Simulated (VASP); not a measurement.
# Rb2PtAuC6N6 (Fm-3m) in VASP: notebook

Runs on Rb2PtAuC6N6. Level: PBE. Tasks: single point, relaxation of cell and atoms.

Everything below comes from runs of VASP 6.6.1. Logs are shortened: lines on timing, memory, paths and dates and some standing lists are left out, and cuts for length are marked.

**1. The cell of the first run**

The structure is cubic, space group Fm-3m (No. 225). Conventional cell: a = 10.189 Å, b = 10.189 Å, c = 10.189 Å, α = 90.00°, β = 90.00°, γ = 90.00°. Rb (site symmetry -43m) has 12 N at 3.64 Å and 12 C at 3.66 Å and 4 Pt at 4.41 Å and 4 Au at 4.41 Å within 4.8 Å. Pt (site symmetry m-3m) has 6 C at 1.92 Å within 2.5 Å. Within 1.6 Å of C (site symmetry 4mm) lie 1 N at 1.17 Å. Within 2.7 Å of Au (site symmetry m-3m) lie 6 N at 2.01 Å. N (site symmetry 4mm) has 1 C at 1.17 Å within 1.6 Å.

**2. Single point, PBE**

The input, INCAR:

```
SYSTEM = Rb2PtAuC6N6
PREC = Accurate
ENCUT = 520
EDIFF = 1E-6
ISMEAR = 0
SIGMA = 0.1
LREAL = Auto
LASPH = .True.
NELM = 80
ALGO = Normal
ISIF = 2
LWAVE = .False.
LCHARG = .True.
GGA = PE
LELF = .True.
LVHAR = .True.
NBANDS = 60
```

The input, KPOINTS:

```
regular mesh
0
Gamma
  4 4 4
  0 0 0
```

The input, POSCAR:

```
Rb2PtAuC6N6
1.0
    0.0000000000      5.0945000000      5.0945000000
    5.0945000000      0.0000000000      5.0945000000
    5.0945000000      5.0945000000      0.0000000000
Rb Pt C Au N
2 1 6 1 6
Direct
    0.2500000000      0.2500000000      0.2500000000
    0.7500000000      0.7500000000      0.7500000000
    0.0000000000      0.0000000000      0.0000000000
    0.8118559200      0.1881440800      0.1881440800
    0.1881440800      0.8118559200      0.1881440800
    0.1881440800      0.1881440800      0.8118559200
    0.1881440800      0.8118559200      0.8118559200
    0.8118559200      0.1881440800      0.8118559200
    0.8118559200      0.8118559200      0.1881440800
    0.5000000000      0.5000000000      0.5000000000
    0.6970262000      0.3029738000      0.3029738000
    0.3029738000      0.6970262000      0.3029738000
    0.3029738000      0.3029738000      0.6970262000
    0.3029738000      0.6970262000      0.6970262000
    0.6970262000      0.3029738000      0.6970262000
    0.6970262000      0.6970262000      0.3029738000
```

Potentials or basis: VASP PAW PBE potentials, release 64 (Rb_sv, Pt, C, Au, N).

The run is started by

```console
$ cat potpaw_PBE.64/Rb_sv/POTCAR potpaw_PBE.64/Pt/POTCAR potpaw_PBE.64/C/POTCAR potpaw_PBE.64/Au/POTCAR potpaw_PBE.64/N/POTCAR > POTCAR
$ mpirun -np 1 vasp_std > vasp.out
```

OUTCAR:

```text
SYSTEM = Rb2PtAuC6N6
   PREC = Accurate
   ENCUT = 520
   EDIFF = 1E-6
   ISMEAR = 0
   LREAL = Auto
   LASPH = .True.
   NELM = 80
   ISIF = 2
   GGA = PE

 ion  position               nearest neighbor table
   1  0.250  0.250  0.250-  11 3.64  12 3.64  13 3.64  13 3.64  14 3.64  15 3.64  12 3.64  14 3.64
                            16 3.64  11 3.64  15 3.64  16 3.64   4 3.66   8 3.66   9 3.66   5 3.66
   2  0.750  0.750  0.750-  12 3.64  13 3.64  14 3.64  11 3.64  13 3.64  15 3.64  11 3.64  12 3.64
                            16 3.64  14 3.64  15 3.64  16 3.64   7 3.66   8 3.66   9 3.66   4 3.66
   3  0.000  0.000  0.000-   4 1.92   5 1.92   6 1.92   7 1.92   8 1.92   9 1.92   2 4.41   2 4.41
                             1 4.41   2 4.41   2 4.41   1 4.41   1 4.41   1 4.41
   4  0.812  0.188  0.188-  11 1.17   3 1.92   1 3.66   2 3.66   2 3.66   1 3.66
   5  0.188  0.812  0.188-  12 1.17   3 1.92   1 3.66   2 3.66   2 3.66   1 3.66
   6  0.188  0.188  0.812-  13 1.17   3 1.92   1 3.66   2 3.66   2 3.66   1 3.66
   7  0.188  0.812  0.812-  14 1.17   3 1.92   2 3.66   2 3.66   1 3.66   1 3.66
   8  0.812  0.188  0.812-  15 1.17   3 1.92   2 3.66   2 3.66   1 3.66   1 3.66
   9  0.812  0.812  0.188-  16 1.17   3 1.92   2 3.66   2 3.66   1 3.66   1 3.66
  10  0.500  0.500  0.500-  11 2.01  12 2.01  13 2.01  14 2.01  15 2.01  16 2.01   1 4.41   1 4.41
                             1 4.41   2 4.41   1 4.41   2 4.41   2 4.41   2 4.41
  11  0.697  0.303  0.303-   4 1.17  10 2.01   1 3.64   1 3.64   2 3.64   2 3.64
  12  0.303  0.697  0.303-   5 1.17  10 2.01   1 3.64   1 3.64   2 3.64   2 3.64
  13  0.303  0.303  0.697-   6 1.17  10 2.01   1 3.64   1 3.64   2 3.64   2 3.64
  14  0.303  0.697  0.697-   7 1.17  10 2.01   2 3.64   1 3.64   1 3.64   2 3.64
  15  0.697  0.303  0.697-   8 1.17  10 2.01   2 3.64   1 3.64   1 3.64   2 3.64
  16  0.697  0.697  0.303-   9 1.17  10 2.01   2 3.64   1 3.64   1 3.64   2 3.64

  LATTYP: Found a face centered cubic cell.
 ALAT       =    10.1890000000

  Lattice vectors:

 A1 = (   0.0000000000,   5.0945000000,   5.0945000000)
 A2 = (   5.0945000000,   0.0000000000,   5.0945000000)
 A3 = (   5.0945000000,   5.0945000000,   0.0000000000)

Analysis of symmetry for initial positions (statically):
=====================================================================
 Subroutine PRICEL returns:
 Original cell was already a primitive cell.

 Routine SETGRP: Setting up the symmetry group for a
 face centered cubic supercell.

 Subroutine GETGRP returns: Found 48 space group operations
 (whereof 48 operations were pure point group operations)
 out of a pool of 48 trial point group operations.

The static configuration has the point symmetry O_h .

Analysis of symmetry for dynamics (positions and initial velocities):
=====================================================================
 Subroutine PRICEL returns:
 Original cell was already a primitive cell.

 Routine SETGRP: Setting up the symmetry group for a
 face centered cubic supercell.

 Subroutine GETGRP returns: Found 48 space group operations
 (whereof 48 operations were pure point group operations)
 out of a pool of 48 trial point group operations.

The dynamic configuration has the point symmetry O_h .

 Subroutine INISYM returns: Found 48 space group operations
 (whereof 48 operations are pure point group operations),
 and found     1 'primitive' translations

----------------------------------------------------------------------------------------

                                     Primitive cell

  volume of cell :     264.4446

  direct lattice vectors                    reciprocal lattice vectors
     0.000000000  5.094500000  5.094500000    -0.098145058  0.098145058  0.098145058
     5.094500000  0.000000000  5.094500000     0.098145058 -0.098145058  0.098145058
     5.094500000  5.094500000  0.000000000     0.098145058  0.098145058 -0.098145058

  length of vectors
     7.204710994  7.204710994  7.204710994     0.169992228  0.169992228  0.169992228

  position of ions in fractional coordinates (direct lattice)
     0.250000000  0.250000000  0.250000000
     0.750000000  0.750000000  0.750000000
     0.000000000  0.000000000  0.000000000
     0.811855920  0.188144080  0.188144080
     0.188144080  0.811855920  0.188144080
     0.188144080  0.188144080  0.811855920
[... 8 lines left out ...]
     0.697026200  0.302973800  0.697026200
     0.697026200  0.697026200  0.302973800

  ion indices of the primitive-cell ions
   primitive index   ion index
                 1           1
                 2           2
                 3           3
                 4           4
                 5           5
                 6           6
[... 8 lines left out ...]
                15          15
                16          16

----------------------------------------------------------------------------------------

 KPOINTS: regular mesh

Automatic generation of k-mesh.
 Grid dimensions read from file:
 generate k-points for:    4    4    4

 Generating k-lattice:

  Cartesian coordinates                     Fractional coordinates (reciprocal lattice)
    -0.024536265  0.024536265  0.024536265     0.250000000  0.000000000  0.000000000
     0.024536265 -0.024536265  0.024536265     0.000000000  0.250000000  0.000000000
     0.024536265  0.024536265 -0.024536265     0.000000000  0.000000000  0.250000000

  Length of vectors
     0.042498057  0.042498057  0.042498057

  Shift w.r.t. Gamma in fractional coordinates (k-lattice)
     0.000000000  0.000000000  0.000000000

 Subroutine IBZKPT returns following result:
 ===========================================

 Found      8 irreducible k-points:

 Following reciprocal coordinates:
            Coordinates               Weight
  0.000000  0.000000  0.000000      1.000000
  0.250000  0.000000  0.000000      8.000000
  0.500000  0.000000  0.000000      4.000000
  0.250000  0.250000  0.000000      6.000000
  0.500000  0.250000  0.000000     24.000000
 -0.250000  0.250000  0.000000     12.000000
  0.500000  0.500000  0.000000      3.000000
 -0.250000  0.500000  0.250000      6.000000
   k-points           NKPTS =      8   k-points in BZ     NKDIM =      8   number of bands    NBANDS=     60
   number of dos      NEDOS =    301   number of ions     NIONS =     16
   total plane-waves  NPLWV = 157464
   dimension x,y,z NGX =    54 NGY =   54 NGZ =   54
   dimension x,y,z NGXF=   108 NGYF=  108 NGZF=  108
   ions per type =               2   1   6   1   6
   NGX,Y,Z   is equivalent  to a cutoff of  12.46, 12.46, 12.46 a.u.
   NGXF,Y,Z  is equivalent  to a cutoff of  24.92, 24.92, 24.92 a.u.
 SYSTEM =  Rb2PtAuC6N6
   PREC   = accura    normal or accurate (medium, high low for compatibility)
   ISTART =      0    job   : 0-new  1-cont  2-samecut
   ICHARG =      2    charge: 1-file 2-atom 10-const
   ISPIN  =      1    spin polarized calculation?
   LNONCOLLINEAR =      F non collinear calculations
   LSORBIT =      F    spin-orbit coupling
   LASPH  =      T    aspherical Exc in radial PAW
   ENCUT  =  520.0 eV  38.22 Ry    6.18 a.u.  13.40 13.40 13.40*2*pi/ulx,y,z
   NELM   =     80;   NELMIN=  2; NELMDL= -5     # of ELM steps
   EDIFF  = 0.1E-05   stopping-criterion for ELM
   LREAL  =      T    real-space projection
   EDIFFG = 0.1E-04   stopping-criterion for IOM
   NSW    =      0    number of steps for IOM
   IBRION =     -1    ionic relax: 0-MD 1-quasi-New 2-CG
   NFREE  =      0    steps in history (QN), initial steepest desc. (CG)
   ISIF   =      2    stress and relaxation
   ISYM   =      2    0-nonsym 1-usesym 2-fastsym
   POTIM  = 0.5000    time-step for ionic-motion
   TEBEG  =    0.0;   TEEND  =   0.0 temperature during run
   PSTRESS=    0.0 pullay stress
   NELECT =      93.0000    total number of electrons
   NUPDOWN=      -1.0000    fix difference up-down
   EMIN   =  10.00;   EMAX   =-10.00  energy-range for DOS
   EFERMI =   0.00;   METHOD = LEGACY
   ISMEAR =     0;   SIGMA  =   0.10  broadening in eV -4-tet -1-fermi 0-gaus
   EFERMI_NEDOS =   21; number of points for ismear=-14 and -15
   IALGO  =     38    algorithm
   IMIX   =      4    mixing-type and parameters
     AMIX     =   0.40;   BMIX     =  1.00
     AMIX_MAG =   1.60;   BMIX_MAG =  1.00
  volume/ion in A,a.u.               =      16.53       111.54
  Fermi-wavevector in a.u.,A,eV,Ry     =   1.155556  2.183684 18.167984  1.335309
  Thomas-Fermi vector in A             =   2.292183
   LORBIT       =      0    0 simple, 1 ext, 2 COOP (PROOUT), +10 PAW based schemes
   GGA     = PE    functional components
   LHFCALC =     F    Hartree Fock is set to
   AEXX    =    0.0000 exact exchange contribution
   IVDW    =     0    specifies the selected vdW correction
   LEPSILON=     F    determine dielectric tensor
   LRPA    =     F    only Hartree local field effects (RPA)
 non-spin polarized calculation
 Gauss-broadening in eV      SIGMA  =   0.10
  energy-cutoff  :      520.00
  volume of cell :      264.44
 maximum number of plane-waves:      7147
 NGX is ok and might be reduce to    54
   NGX = 27   NGY = 27   NGZ = 27

 number of electron      93.0000004 magnetization

 Free energy of the ion-electron system (eV)
  ---------------------------------------------------
  ext. energy  EPLUGINS =         0.00000000
  ---------------------------------------------------
  free energy    TOTEN  =      -103.46132737 eV

  energy without entropy =     -103.41419311  energy(sigma->0) =     -103.43776024

 E-fermi :   5.6044     XC(G=0):  -8.7292

 val. band max:        5.5699773913   @ k =   0.2500   0.0000   0.0000
 cond. band min:       5.6315759499   @ k =   0.5000   0.2500   0.0000
 fundamental gap:      0.0615985586
 Fermi energy:         5.6044099175

 k-point     1 :       0.0000    0.0000    0.0000
  band No.  band energies     occupation
      1     -24.7487      2.00000
      2     -24.7447      2.00000
      3     -16.2324      2.00000
      4     -15.8505      2.00000
      5     -15.8505      2.00000
      6     -15.8505      2.00000
[... 477 lines left out ...]
     57       6.8055      0.00000
     58       7.2544      0.00000
 [bands above 58 left out]

------------------------ aborting loop because EDIFF is reached ----------------------------------------

  FORCE on cell =-STRESS in cart. coord.  units (eV):
  Direction    XX          YY          ZZ          XY          YZ          ZX
  --------------------------------------------------------------------------------------
  -------------------------------------------------------------------------------------
  Total       42.8539621     42.8539621     42.8539621      0.0000000     -0.0000000      0.0000000
  in kB      259.6371710    259.6371710    259.6371710      0.0000000     -0.0000000      0.0000000
  external PRESSURE =     259.6371710 kB  Pullay stress =       0.0000000 kB

 VOLUME and BASIS-vectors are now :
 -----------------------------------------------------------------------------
  energy-cutoff  :      520.00
  volume of cell :      264.44
      direct lattice vectors                 reciprocal lattice vectors
     0.000000000  5.094500000  5.094500000    -0.098145058  0.098145058  0.098145058
     5.094500000  0.000000000  5.094500000     0.098145058 -0.098145058  0.098145058
     5.094500000  5.094500000  0.000000000     0.098145058  0.098145058 -0.098145058

 POSITION                                       TOTAL-FORCE (eV/Angst)
 -----------------------------------------------------------------------------------
      2.54725      2.54725      2.54725        -0.000000     -0.000000      0.000000
      7.64175      7.64175      7.64175         0.000000      0.000000      0.000000
      0.00000      0.00000      0.00000         0.000000      0.000000      0.000000
      1.91700      5.09450      5.09450         0.932156      0.000000      0.000000
      5.09450      1.91700      5.09450         0.000000      0.932156      0.000000
      5.09450      5.09450      1.91700         0.000000      0.000000      0.932156
[... 8 lines left out ...]
      5.09450      7.10200      5.09450         0.000000      2.926613      0.000000
      5.09450      5.09450      7.10200         0.000000      0.000000      2.926613
 -----------------------------------------------------------------------------------
    total drift:                               -0.000000      0.000000      0.000000

  FREE ENERGIE OF THE ION-ELECTRON SYSTEM (eV)
  ---------------------------------------------------
  free  energy   TOTEN  =      -103.4613273680 eV

  energy  without entropy=     -103.4141931101  energy(sigma->0) =     -103.43776024
```

Run time: 3.2 min. Hardware: 1 thread of Intel Xeon 6975P-C (Granite Rapids), shared host; peak memory 0.43 GiB.

Results:

```
Free energy            : -103.4613 eV
Pressure               : 26.0 GPa
Largest force          : 2.927 eV/Å
Band gap on the k mesh : zero (an odd number of electrons rules out a gap without spin polarisation)
```

Forces on the atoms (eV/Å):
```
Rb   0.000  0.000  0.000
Rb   0.000  0.000  0.000
Pt   0.000  0.000  0.000
C    0.932  0.000  0.000
C    0.000  0.932  0.000
C    0.000  0.000  0.932
C   -0.932  0.000  0.000
C    0.000 -0.932  0.000
C    0.000  0.000 -0.932
Au   0.000  0.000  0.000
N   -2.927  0.000  0.000
N    0.000 -2.927  0.000
N    0.000  0.000 -2.927
N    2.927  0.000  0.000
N    0.000  2.927  0.000
N    0.000  0.000  2.927
```

Caveat: the cell stands under pressure; spin-orbit coupling is left out, which moves the levels of the heavy elements; forces of over 1 eV/Å act on the atoms, so gaps and moduli don't describe the material at rest.

(Continued in part 2 of 2.)

The gap in the log of VASP goes by the Fermi energy; the results here count the filled bands.